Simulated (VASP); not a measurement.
A run of VASP 6.6.1:

File INCAR:

```
SYSTEM = SiNi3
  PREC = Accurate
  ENCUT = 520
  EDIFF = 1E-6
  ISMEAR = 0
  SIGMA = 0.1
  LREAL = Auto
  LASPH = .TRUE.
  NELM = 100
  ALGO = Fast
  ISIF = 2
  LWAVE = .FALSE.
  LCHARG = .FALSE.
  GGA = PE
  NBANDS = 120
```

Contents of KPOINTS:

```
regular mesh
0
G
  12 12 3
  0 0 0
```

Contents of POSCAR:

```
SiNi3
1.0
    4.9586111077      0.0000000000      0.0000000000
   -2.4793055538      4.2942831867      0.0000000000
    0.0000000000      0.0000000000     12.1341075438
Ni Si
18 6
Direct
    0.4989252399      0.5010747601      0.0000000000
    0.4989252399     -0.0021495203      0.0000000000
    0.8337669940      0.1662330060      0.3328875499
    0.1662330060      0.8337669940      0.1671124501
    0.1662330060      0.3324660119      0.1671124501
    0.8337669940      0.6675339881      0.3328875499
    0.0021495203      0.5010747601      0.0000000000
    0.6675339881      0.8337669940      0.1671124501
    0.3324660119      0.1662330060      0.3328875499
    0.5010747601      0.4989252399      0.5000000000
    0.8337669940      0.1662330060      0.6671124501
    0.1662330060      0.8337669940      0.8328875499
    0.5010747601      0.0021495203      0.5000000000
    0.1662330060      0.3324660119      0.8328875499
    0.8337669940      0.6675339881      0.6671124501
    0.6675339881      0.8337669940      0.8328875499
    0.3324660119      0.1662330060      0.6671124501
   -0.0021495203      0.4989252399      0.5000000000
    0.0000000000      0.0000000000      0.0000000000
    0.6666666667      0.3333333333      0.1646758674
    0.3333333333      0.6666666667      0.3353241326
    0.6666666667      0.3333333333      0.8353241326
    0.3333333333      0.6666666667      0.6646758674
    0.0000000000      1.0000000000      0.5000000000
```

Potentials or basis: VASP PAW PBE potentials, release 64 (Ni, Si).

The run is started by

```console
$ cat potpaw_PBE.64/Ni/POTCAR potpaw_PBE.64/Si/POTCAR > POTCAR
$ mpirun -np 1 vasp_std > vasp.out
```

Hardware: 1 thread of Oxide Virtual Turin-like Processor, with other jobs on the host.

**Question.** How long does it take, and how much memory?

**Answer.** Wall time 68 min on 1 thread of Oxide Virtual Turin-like Processor (shared host), peak memory 0.81 GiB. Counts: scf iterations 19, k points 38.
